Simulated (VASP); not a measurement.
Input of a VASP 6.6.1 run:

File INCAR:

```
SYSTEM = Ta
PREC = Accurate ; ENCUT = 520
EDIFF = 1E-6 ; ISMEAR = 0
SIGMA = 0.15 ; LREAL = .FALSE.
LASPH = .TRUE. ; NELM = 60
ALGO = Fast ; ISIF = 2
LWAVE = .FALSE. ; LCHARG = .TRUE.
GGA = PE ; LELF = .TRUE.
LVHAR = .TRUE. ; NBANDS = 12
```

Contents of KPOINTS:

```
regular mesh
0
G
  20 20 20
  0 0 0
```

POSCAR

```
Ta
1.0
   -1.4623871728      1.4623871728      2.2223897864
    1.4623871728     -1.4623871728      2.2223897864
    1.4623871728      1.4623871728     -2.2223897864
Ta
1
Direct
    0.0000000000      0.0000000000      0.0000000000
```

Potentials or basis: VASP PAW PBE potentials, release 64 (Ta_pv).

Run with:

```console
$ cat potpaw_PBE.64/Ta_pv/POTCAR > POTCAR
$ mpirun -np 1 vasp_std > vasp.out
```

**Question.** Estimate the pressure.

**Answer.** -2.5 GPa.

Stress tensor (GPa, compression positive):
```
-4.71  0.00  0.00
 0.00 -4.71  0.00
 0.00  0.00  2.00
```
